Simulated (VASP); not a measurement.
# H3C2N in VASP: a series of runs

Runs on H3C2N. Level: PBE. Tasks: single point.

All numbers are computed with VASP 6.6.1; they aren't measurements. Logs are shortened: lines on timing, memory, paths and dates and some standing lists are left out, and cuts for length are marked.

## 1. The cell of the first run

The cell holds an amorphous packing of atoms, 36 atoms: a = 8.052 Å, b = 8.052 Å, c = 8.052 Å, α = 90.00°, β = 90.00°, γ = 90.00°.

## 2. Single point, PBE

Input file INCAR:

```
SYSTEM = H3C2N
PREC     = Accurate       ! precision mode
ENCUT    = 520            ! plane-wave cutoff, eV
EDIFF    = 1E-6           ! SCF threshold, eV
ISMEAR   = -1             ! smearing method
SIGMA    = 0.05           ! smearing width, eV
LREAL    = Auto         
LASPH    = .True.         ! aspherical terms in the spheres
NELM     = 80             ! most SCF steps
ALGO     = Normal         ! electronic algorithm
ISIF     = 2              ! what is computed and relaxed
LWAVE    = .False.        ! write WAVECAR
LCHARG   = .False.        ! write CHGCAR
GGA      = PE             ! functional
NBANDS   = 72             ! bands
```

Input file KPOINTS:

```
regular mesh
0
Gamma
  1 1 1
  0 0 0
```

Input file POSCAR:

```
H3C2N
1.0
    8.0517480000      0.0000000000      0.0000000000
    0.0000000000      8.0517480000      0.0000000000
    0.0000000000      0.0000000000      8.0517480000
C N H
12 6 18
Direct
    0.7306612179      0.2490390906      0.9141990037
    0.7996400285      0.2751452231      0.7499613748
    0.4986867448      0.3303009483      0.3507561339
    0.4936816204      0.1800106014      0.4541870908
    0.1078647767      0.8810012435      0.3993791162
    0.0715496809      0.8866646100      0.5741486197
    0.0928618233      0.5713293561      1.0058685394
    0.2773435035      0.5591332466      0.9892510297
    0.3243022509      0.0137982460     -0.0508336823
    0.2263235263      0.1187444018      0.0506473874
    0.6538704391      0.7053872029      0.5917472827
    0.7242775109      0.6970908677      0.4226908244
    0.8797095985      0.2892912197      0.6340610759
    0.4704816892      0.0625578446      0.5356352434
    0.0293849236      0.8986495852      0.7128390009
    0.4189400861      0.5423294420      0.9655667316
    0.1293880534      0.1993107584      0.1275996218
    0.7901141466      0.7062441597      0.2906201237
    0.6108363054      0.3352936530      0.9228927681
    0.6808707873      0.1243456700      0.9266062475
    0.8253238924      0.2697178302      1.0086381243
    0.6253673115      0.3847860117      0.3578726011
    0.4771510484      0.3083554031      0.2156301961
    0.3998013847      0.4128544510      0.3996275095
    0.0507715840      0.9905799337      0.3350825187
    0.2427299016      0.8753875556      0.3759307917
    0.0465116395      0.7715219105      0.3458503669
    0.0391840380      0.5062379001      0.8977926284
    0.0391591987      0.5072687322      1.1146772105
    0.0397801819      0.7042570135      0.9921944899
    0.4108300458      0.0898438451     -0.1275747825
    0.4001615550     -0.0583848377      0.0407737550
    0.2485671434     -0.0645574104     -0.1302325905
    0.7555750627      0.7133109481      0.6801380272
    0.5715901690      0.8206665186      0.5994474740
    0.5888162421      0.5855747100      0.6208341344
```

Potentials or basis: VASP PAW PBE potentials, release 64 (C, N, H).

The run is started by

```
$ cat potpaw_PBE.64/C/POTCAR potpaw_PBE.64/N/POTCAR potpaw_PBE.64/H/POTCAR > POTCAR
$ mpirun -np 1 vasp_gam > vasp.out
```

OUTCAR:

```text
SYSTEM = H3C2N
   PREC = Accurate
   ENCUT = 520
   EDIFF = 1E-6
   ISMEAR = -1
   LREAL = Auto
   LASPH = .True.
   NELM = 80
   ISIF = 2
   GGA = PE

 ion  position               nearest neighbor table
   1  0.731  0.249  0.914-  20 1.09  21 1.09  19 1.19   2 1.45
   2  0.800  0.275  0.750-  13 1.14   1 1.45
   3  0.499  0.330  0.351-  24 1.11  22 1.11  23 1.12   4 1.47
   4  0.494  0.180  0.454-  14 1.17   3 1.47
   5  0.108  0.881  0.399-  27 1.10  26 1.10  25 1.12   6 1.44
   6  0.072  0.887  0.574-  15 1.17   5 1.44
   7  0.093  0.571  0.006-  28 1.10  29 1.10  30 1.16   8 1.49
   8  0.277  0.559  0.989-  16 1.16   7 1.49
   9  0.324  0.014  0.949-  33 1.09  31 1.11  32 1.12  10 1.42
  10  0.226  0.119  0.051-  17 1.19   9 1.42
  11  0.654  0.705  0.592-  34 1.09  36 1.12  35 1.14  12 1.48
  12  0.724  0.697  0.423-  18 1.19  11 1.48
  13  0.880  0.289  0.634-   2 1.14
  14  0.470  0.063  0.536-   4 1.17
  15  0.029  0.899  0.713-   6 1.17
  16  0.419  0.542  0.966-   8 1.16
  17  0.129  0.199  0.128-  10 1.19
  18  0.790  0.706  0.291-  12 1.19
[... 16 lines left out ...]
  35  0.572  0.821  0.599-  11 1.14
  36  0.589  0.586  0.621-  11 1.12

  LATTYP: Found a simple cubic cell.
 ALAT       =     8.0517480000

  Lattice vectors:

 A1 = (   8.0517480000,   0.0000000000,   0.0000000000)
 A2 = (   0.0000000000,   8.0517480000,   0.0000000000)
 A3 = (   0.0000000000,   0.0000000000,   8.0517480000)

Analysis of symmetry for initial positions (statically):
=====================================================================
 Subroutine PRICEL returns:
 Original cell was already a primitive cell.

 Routine SETGRP: Setting up the symmetry group for a
 simple cubic supercell.

 Subroutine GETGRP returns: Found  1 space group operations
 (whereof  1 operations were pure point group operations)
 out of a pool of 48 trial point group operations.

The static configuration has the point symmetry C_1 .

Analysis of symmetry for dynamics (positions and initial velocities):
=====================================================================
 Subroutine PRICEL returns:
 Original cell was already a primitive cell.

 Routine SETGRP: Setting up the symmetry group for a
 simple cubic supercell.

 Subroutine GETGRP returns: Found  1 space group operations
 (whereof  1 operations were pure point group operations)
 out of a pool of 48 trial point group operations.

The dynamic configuration has the point symmetry C_1 .

 Subroutine INISYM returns: Found  1 space group operations
 (whereof  1 operations are pure point group operations),
 and found     1 'primitive' translations

----------------------------------------------------------------------------------------

                                     Primitive cell

  volume of cell :     522.0000

  direct lattice vectors                    reciprocal lattice vectors
     8.051748000  0.000000000  0.000000000     0.124196634  0.000000000  0.000000000
     0.000000000  8.051748000  0.000000000     0.000000000  0.124196634  0.000000000
     0.000000000  0.000000000  8.051748000     0.000000000  0.000000000  0.124196634

  length of vectors
     8.051748000  8.051748000  8.051748000     0.124196634  0.124196634  0.124196634

  position of ions in fractional coordinates (direct lattice)
     0.730661218  0.249039091  0.914199004
     0.799640029  0.275145223  0.749961375
     0.498686745  0.330300948  0.350756134
     0.493681620  0.180010601  0.454187091
     0.107864777  0.881001244  0.399379116
     0.071549681  0.886664610  0.574148620
[... 28 lines left out ...]
     0.571590169  0.820666519  0.599447474
     0.588816242  0.585574710  0.620834134

  ion indices of the primitive-cell ions
   primitive index   ion index
                 1           1
                 2           2
                 3           3
                 4           4
                 5           5
                 6           6
[... 28 lines left out ...]
                35          35
                36          36

----------------------------------------------------------------------------------------

 KPOINTS: regular mesh

Automatic generation of k-mesh.
 Grid dimensions read from file:
 generate k-points for:    1    1    1

 Generating k-lattice:

  Cartesian coordinates                     Fractional coordinates (reciprocal lattice)
     0.124196634  0.000000000  0.000000000     1.000000000  0.000000000  0.000000000
     0.000000000  0.124196634  0.000000000     0.000000000  1.000000000  0.000000000
     0.000000000  0.000000000  0.124196634     0.000000000  0.000000000  1.000000000

  Length of vectors
     0.124196634  0.124196634  0.124196634

  Shift w.r.t. Gamma in fractional coordinates (k-lattice)
     0.000000000  0.000000000  0.000000000

 Subroutine IBZKPT returns following result:
 ===========================================

 Found      1 irreducible k-points:

 Following reciprocal coordinates:
            Coordinates               Weight
  0.000000  0.000000  0.000000      1.000000
   k-points           NKPTS =      1   k-points in BZ     NKDIM =      1   number of bands    NBANDS=     72
   number of dos      NEDOS =    301   number of ions     NIONS =     36
   total plane-waves  NPLWV = 216000
   dimension x,y,z NGX =    60 NGY =   60 NGZ =   60
   dimension x,y,z NGXF=   120 NGYF=  120 NGZF=  120
   ions per type =              12   6  18
   NGX,Y,Z   is equivalent  to a cutoff of  12.39, 12.39, 12.39 a.u.
   NGXF,Y,Z  is equivalent  to a cutoff of  24.78, 24.78, 24.78 a.u.
 SYSTEM =  H3C2N
   PREC   = accura    normal or accurate (medium, high low for compatibility)
   ISTART =      0    job   : 0-new  1-cont  2-samecut
   ICHARG =      2    charge: 1-file 2-atom 10-const
   ISPIN  =      1    spin polarized calculation?
   LNONCOLLINEAR =      F non collinear calculations
   LSORBIT =      F    spin-orbit coupling
   LASPH  =      T    aspherical Exc in radial PAW
   ENCUT  =  520.0 eV  38.22 Ry    6.18 a.u.  14.97 14.97 14.97*2*pi/ulx,y,z
   NELM   =     80;   NELMIN=  2; NELMDL= -5     # of ELM steps
   EDIFF  = 0.1E-05   stopping-criterion for ELM
   LREAL  =      T    real-space projection
   EDIFFG = 0.1E-04   stopping-criterion for IOM
   NSW    =      0    number of steps for IOM
   IBRION =     -1    ionic relax: 0-MD 1-quasi-New 2-CG
   NFREE  =      0    steps in history (QN), initial steepest desc. (CG)
   ISIF   =      2    stress and relaxation
   ISYM   =      2    0-nonsym 1-usesym 2-fastsym
   POTIM  = 0.5000    time-step for ionic-motion
   TEBEG  =    0.0;   TEEND  =   0.0 temperature during run
   PSTRESS=    0.0 pullay stress
   NELECT =      96.0000    total number of electrons
   NUPDOWN=      -1.0000    fix difference up-down
   EMIN   =  10.00;   EMAX   =-10.00  energy-range for DOS
   EFERMI =   0.00;   METHOD = LEGACY
   ISMEAR =    -1;   SIGMA  =   0.05  broadening in eV -4-tet -1-fermi 0-gaus
   EFERMI_NEDOS =   21; number of points for ismear=-14 and -15
   IALGO  =     38    algorithm
   IMIX   =      4    mixing-type and parameters
     AMIX     =   0.40;   BMIX     =  1.00
     AMIX_MAG =   1.60;   BMIX_MAG =  1.00
  volume/ion in A,a.u.               =      14.50        97.85
  Fermi-wavevector in a.u.,A,eV,Ry     =   0.930983  1.759303 11.792568  0.866729
  Thomas-Fermi vector in A             =   2.057429
   LORBIT       =      0    0 simple, 1 ext, 2 COOP (PROOUT), +10 PAW based schemes
   GGA     = PE    functional components
   LHFCALC =     F    Hartree Fock is set to
   AEXX    =    0.0000 exact exchange contribution
   IVDW    =     0    specifies the selected vdW correction
   LEPSILON=     F    determine dielectric tensor
   LRPA    =     F    only Hartree local field effects (RPA)
 non-spin polarized calculation
  energy-cutoff  :      520.00
  volume of cell :      522.00
 maximum number of plane-waves:      6999
 NGX is ok and might be reduce to    60
   NGX = 29   NGY = 29   NGZ = 29

 number of electron      95.9999999 magnetization

 Free energy of the ion-electron system (eV)
  ---------------------------------------------------
  ext. energy  EPLUGINS =         0.00000000
  ---------------------------------------------------
  free energy    TOTEN  =      -220.48615414 eV

  energy without entropy =     -220.48615414  energy(sigma->0) =     -220.48615414

 E-fermi :  -3.2570     XC(G=0):  -6.2258

 val. band max:       -4.4865798407   @ k =   0.0000   0.0000   0.0000
 cond. band min:       1.5937246953   @ k =   0.0000   0.0000   0.0000
 fundamental gap:      6.0803045361
 Fermi energy:        -3.2569689176

 k-point     1 :       0.0000    0.0000    0.0000
  band No.  band energies     occupation
      1     -19.8012      2.00000
      2     -19.7233      2.00000
      3     -19.6112      2.00000
      4     -19.4865      2.00000
      5     -19.4281      2.00000
      6     -19.2924      2.00000
[... 52 lines left out ...]
     59       2.9569      0.00000
     60       3.0341      0.00000
 [bands above 60 left out]

------------------------ aborting loop because EDIFF is reached ----------------------------------------

  FORCE on cell =-STRESS in cart. coord.  units (eV):
  Direction    XX          YY          ZZ          XY          YZ          ZX
  --------------------------------------------------------------------------------------
  -------------------------------------------------------------------------------------
  Total       -4.4756098     -2.5699488     -2.5062218      4.3173661      1.6915583      1.1901904
  in kB      -13.7370120     -7.8879568     -7.6923594     13.2513138      5.1919084      3.6530576
  external PRESSURE =      -9.7724427 kB  Pullay stress =       0.0000000 kB

 VOLUME and BASIS-vectors are now :
 -----------------------------------------------------------------------------
  energy-cutoff  :      520.00
  volume of cell :      522.00
      direct lattice vectors                 reciprocal lattice vectors
     8.051748000  0.000000000  0.000000000     0.124196634  0.000000000  0.000000000
     0.000000000  8.051748000  0.000000000     0.000000000  0.124196634  0.000000000
     0.000000000  0.000000000  8.051748000     0.000000000  0.000000000  0.124196634

 POSITION                                       TOTAL-FORCE (eV/Angst)
 -----------------------------------------------------------------------------------
      5.88310      2.00520      7.36090        -2.476063      1.374816     -0.584625
      6.43850      2.21540      6.03850        -0.946279     -0.766648      3.065318
      4.01530      2.65950      2.82420         0.461106     -0.267359      0.065403
      3.97500      1.44940      3.65700        -0.481953      0.222081     -0.696765
      0.86850      7.09360      3.21570        -0.055932      0.197259     -0.595644
      0.57610      7.13920      4.62290        -0.415084      0.343755      0.655519
[... 28 lines left out ...]
      4.60230      6.60780      4.82660         0.575216     -1.128885      0.043468
      4.74100      4.71490      4.99880         0.010003      0.820251     -0.166757
 -----------------------------------------------------------------------------------
    total drift:                                0.008672     -0.017900      0.004920

  FREE ENERGIE OF THE ION-ELECTRON SYSTEM (eV)
  ---------------------------------------------------
  free  energy   TOTEN  =      -220.4861541409 eV

  energy  without entropy=     -220.4861541409  energy(sigma->0) =     -220.48615414
```

Run time: 70 s. Hardware: 1 thread of Intel Xeon Platinum 8259CL at 2.50GHz (Skylake/Cascade Lake), shared host; peak memory 0.47 GiB.

Results:

| Quantity | Value |
| --- | --- |
| Free energy | -220.4862 eV |
| Pressure | -1.0 GPa |
| Largest force | 3.733 eV/Å |
| Band gap on the k mesh | 6.08 eV |

Forces in eV/Å, atoms in the order of the input:
```
C   -2.476  1.375 -0.585
C   -0.946 -0.767  3.065
C    0.461 -0.267  0.065
C   -0.482  0.222 -0.697
C   -0.056  0.197 -0.596
C   -0.415  0.344  0.656
C   -0.118  1.010 -0.723
C   -1.868  0.087  0.188
C    1.849 -0.014  0.576
C   -2.932  1.950  1.238
C   -0.708 -0.172 -0.775
C    0.988  0.530 -1.393
N    1.497  0.615 -3.005
N    0.223  0.145  0.029
N    0.279 -0.289 -0.487
N    0.239  0.047  0.035
N    1.752 -1.225 -1.068
N   -1.422 -0.447  2.129
H    1.965 -0.901  0.346
H    0.156 -0.503 -0.053
H   -0.013  0.238  0.232
H   -0.500  0.098  0.184
H   -0.159 -0.185  0.712
H    0.424  0.040 -0.276
H    0.468 -0.396  0.413
H   -0.205  0.166  0.095
H    0.130 -0.027  0.004
H    0.204 -0.036 -0.026
H    0.532  0.326  0.005
H    0.952 -1.346  0.400
H   -0.378 -0.407  0.129
H   -0.099 -0.128 -0.754
H   -0.213 -0.210 -0.150
H    0.287  0.239  0.210
H    0.575 -1.129  0.043
H    0.010  0.820 -0.167
```

Caveat: the k points lie up to 0.78 Å⁻¹ apart.

[end of part 1 of 2]
